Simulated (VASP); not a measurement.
Wanted: the native input for a VASP 6.6.1 run.

- Task: relaxation of cell and atoms
- Functional: PBE
- Potentials or basis: VASP PAW PBE potentials, release 64 (Zr_sv)
- Cutoff: 600 eV
- k mesh: 10 × 10 × 5
- Occupations: fermi-dirac, width 0.1 eV
- Spin: no spin polarisation
- Target pressure: 8 GPa
- Dipole correction: no
- Further INCAR settings: ALGO = Normal; EDIFF = 1e-07; IBRION = 2; EDIFFG = -0.02; NSW = 80; ISIF = 3

The structure of Zr lies in POSCAR:

```
Zr
1.0
    3.2320000000      0.0000000000      0.0000000000
   -1.6160000000      2.7989941000      0.0000000000
    0.0000000000      0.0000000000      5.1470000000
Zr
2
Direct
    0.3333333300      0.6666666700      0.2500000000
    0.6666666700      0.3333333300      0.7500000000
```

One way to write it, as run:

INCAR

```
ALGO = Normal ; EDIFF = 1E-7
EDIFFG = -0.02 ; ENCUT = 600
GGA = PE ; IBRION = 2
ISIF = 3 ; ISMEAR = -1
LASPH = True ; LCHARG = False
LREAL = False ; LWAVE = False
NELM = 60 ; NSW = 80
PREC = Accurate ; PSTRESS = 80.0
SIGMA = 0.1
```

KPOINTS

```
k-points
0
Gamma
  10 10 5
```

Potentials or basis: VASP PAW PBE potentials, release 64 (Zr_sv).

Run with:

```bash
$ cat potpaw_PBE.64/Zr_sv/POTCAR > POTCAR
$ mpirun -np 1 vasp_std > vasp.out
```

It gave:

```json
{
  "Relaxed volume": "21.67 Å³/atom",
  "Relaxed cell": "a = 3.142 Å, b = 3.142 Å, c = 5.069 Å, α = 90.00°, β = 90.00°, γ = 120.00°",
  "Space group after relaxing (to 0.1 Å)": "P6_3/mmc (No. 194)",
  "Energy change on relaxing (the run minimises the enthalpy)": "+40.4 meV/atom",
  "Ionic steps": "10",
  "Pressure after relaxing": "8.0 GPa",
  "Band gap on the k mesh": "zero (bands 12 and 13 overlap by 1.19 eV)"
}
```

Caveat: the cell is relaxed towards a set pressure, so the run minimises the enthalpy, not the energy.

Wall time 2.6 min on 1 thread of Intel(R) Xeon(R) Platinum 8488C (Sapphire Rapids), with other jobs on the host, peak memory 0.19 GiB.
